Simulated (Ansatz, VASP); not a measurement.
## Cd3Te2S in VASP and in Ansatz

```
Cd Te S
1.0
     3.96743    0.00000    0.00000
     0.00000    3.96743    0.00000
     0.00000    0.00000   11.46033
Cd Te S
3 2 1
Direct
  0.00000 0.00000 0.00000
  0.50000 0.00000 0.59046
  0.00000 0.50000 0.40954
  0.50000 0.00000 0.32931
  0.00000 0.50000 0.67069
  0.50000 0.50000 0.00000
```

Change from the starting cell: species swapped into the Mn3CoAs2 type (P-4m2, No. 115).

Alike in both runs: functional PBE; k mesh 10 × 10 × 4; occupations gaussian, width 0.1 eV; no spin polarisation.

Ansatz relaxed the structure, and its values are those at the end. VASP's run is a single point on that final structure, the one shown.

|  | VASP | Ansatz |
| --- | --- | --- |
| version | VASP 6.6.1 | Ansatz 0.2.0 |
| potentials or method | VASP PAW PBE potentials, release 64 (Cd, Te, S), cutoff 520 eV | scalar-relativistic, plane waves, PAW |
| valence electrons in the cell | 54 | 98 |

VASP gave:

| Item | Value |
| --- | --- |
| gap on the k mesh at the Fermi level (eV) | none |
| pressure (GPa) | 0.2 |
| rms of the force components (eV/Å) | 0.011 |

Which values does Ansatz return?

gap on the k mesh at the Fermi level (eV): none; pressure (GPa): 0.0; rms of the force components (eV/Å): 0.001.

A gap of «none» marks a metal or a gap that the smearing closes. The functional is the same, so the differences come from potentials, cutoffs and numerics. VASP's potentials hold 54 valence electrons a cell and Ansatz's 98, so a difference there can come from the potentials and not from the codes.

Neither program's run includes spin-orbit coupling.
